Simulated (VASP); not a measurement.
A run of VASP 6.6.1:

File POSCAR:

```
TePb
1.0
    4.0053937448      0.0000000000      0.0000000000
    0.0000000000      4.0053937448      0.0000000000
    0.0000000000      0.0000000000      4.0053937448
Pb Te
1 1
Direct
    0.0000000000      0.0000000000      0.0000000000
    0.5000000000      0.5000000000      0.5000000000
```

Contents of INCAR.step1:

```
PREC     = Accurate       # precision mode
ENCUT    = 520            # plane-wave cutoff, eV
ISMEAR   = 0              # smearing method
SIGMA    = 0.05           # smearing width, eV
LREAL    = False          # projectors in reciprocal space
LASPH    = True           # aspherical terms in the spheres
NELM     = 100            # most SCF steps
NBANDS   = 17             # bands
GGA      = PE             # functional
ALGO     = Normal         # electronic algorithm
EDIFF    = 1E-4           # SCF threshold, eV
LWAVE    = True           # write WAVECAR
LCHARG   = False          # write CHGCAR
```

Contents of INCAR.step2:

```
PREC     = Accurate       # precision mode
ENCUT    = 520            # plane-wave cutoff, eV
EDIFF    = 1E-6           # SCF threshold, eV
ISMEAR   = 0              # smearing method
SIGMA    = 0.05           # smearing width, eV
LREAL    = False          # projectors in reciprocal space
LASPH    = True           # aspherical terms in the spheres
NELM     = 100            # most SCF steps
ALGO     = Normal         # electronic algorithm
ISIF     = 2              # what is computed and relaxed
LWAVE    = False          # write WAVECAR
LCHARG   = True           # write CHGCAR
METAGGA  = R2SCAN         # meta-GGA
LMIXTAU  = True         
LELF     = True           # ELF
LVHAR    = True         
NBANDS   = 17             # bands
ISTART   = 1
```

File KPOINTS:

```
Automatic mesh
0
Gamma
  8 8 8
```

Potentials or basis: VASP PAW PBE potentials, release 64 (Pb_d, Te).

The run is started by

```sh
$ cat potpaw_PBE.64/Pb_d/POTCAR potpaw_PBE.64/Te/POTCAR > POTCAR
$ cp INCAR.step1 INCAR
$ mpirun -np 1 vasp_std > vasp.out
$ cp INCAR.step2 INCAR
$ mpirun -np 1 vasp_std > vasp.out
```

Hardware: 1 thread of AMD EPYC 7R13, on a shared host.

Question: Estimate the wall time of this run.

Answer: Run time: 2.4 min on 1 thread of AMD EPYC 7R13 (shared host), peak memory 0.16 GiB. Counts: k points 35.
